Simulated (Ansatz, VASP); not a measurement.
Al: VASP beside Ansatz

POSCAR

```
Al
1.0
    2.8222559492     -0.1126553848     -0.0145718838
   -1.5086903997      2.2205624485      0.0246575175
   -0.0478228862      0.0658307290     10.3224183847
Al
4
Direct
    0.0091558568      0.0060496300     -0.0007027156
    0.3296049894      0.6647586088      0.2510616732
   -0.0061009969     -0.0019598455      0.4993512023
    0.6673401507      0.3311516067      0.7502898401
```

Contents of INCAR.step1:

```
SYSTEM = Al
PREC = Accurate
ENCUT = 520
ISMEAR = 0
SIGMA = 0.15
LREAL = .FALSE.
LASPH = .TRUE.
NELM = 100
NBANDS = 14
GGA = PE
ALGO = Normal
EDIFF = 1E-4
LWAVE = .TRUE.
LCHARG = .FALSE.
```

INCAR.step2

```
SYSTEM = Al
PREC = Accurate
ENCUT = 520
EDIFF = 1E-6
ISMEAR = 0
SIGMA = 0.15
LREAL = .FALSE.
LASPH = .TRUE.
NELM = 100
ALGO = Normal
ISIF = 2
LWAVE = .FALSE.
LCHARG = .FALSE.
METAGGA = R2SCAN
LMIXTAU = .TRUE.
NBANDS = 14
ISTART = 1
```

The input KPOINTS:

```
Automatic mesh
0
G
  12 12 4
  0 0 0
```

Input for Ansatz:

```yaml
crystal:
  lattice:
    - [2.8222559492, -0.1126553848, -0.0145718838]
    - [-1.5086903997, 2.2205624485, 0.0246575175]
    - [-0.0478228862, 0.065830729, 10.3224183847]
  atoms:
    - { symbol: Al, position: [0.0091558568, 0.00604963, -0.0007027156] }
    - { symbol: Al, position: [0.3296049894, 0.6647586088, 0.2510616732] }
    - { symbol: Al, position: [-0.0061009969, -0.0019598455, 0.4993512023] }
    - { symbol: Al, position: [0.6673401507, 0.3311516067, 0.7502898401] }
basis:
  ecutwfc: 500
kpoints:
  mp_grid: { grid: [12, 12, 4] }
hamiltonian:
  xc: r2scan
scf:
  occupations: { method: gaussian, width: 0.15 }
output:
  forces: true
  stress: true
  eigenvalues: true
```

Change from the starting cell: cell sheared at random, sigma 0.1, atoms nudged by 0.01 Å.

Alike in both runs: task single point; functional r2SCAN; k mesh 12 × 12 × 4; occupations gaussian, width 0.15 eV; no spin polarisation.

|  | VASP | Ansatz |
| --- | --- | --- |
| version | VASP 6.6.1 | Ansatz 0.2.0 |
| potentials or method | VASP PAW PBE potentials, release 64 (Al), cutoff 520 eV | scalar-relativistic, plane waves, PAW |
| valence electrons in the cell | 12 | 12 |

```csv
,VASP,Ansatz,Ansatz less VASP
gap on the k mesh at the Fermi level (eV),none,none,-
pressure (GPa),7.9,8.2,+0.33
"traceless stress, the component that is largest in VASP (GPa)",15.72,15.77,+0.046
rms of the force components (eV/Å),0.027,0.028,+0.0001
```

VASP's potentials were made for PBE, not for r2SCAN. Atom by atom the forces differ by 0.000 eV/Å (rms over components). A gap of «none» marks a metal or a gap that the smearing closes. The functional is the same, so the differences come from potentials, cutoffs and numerics.
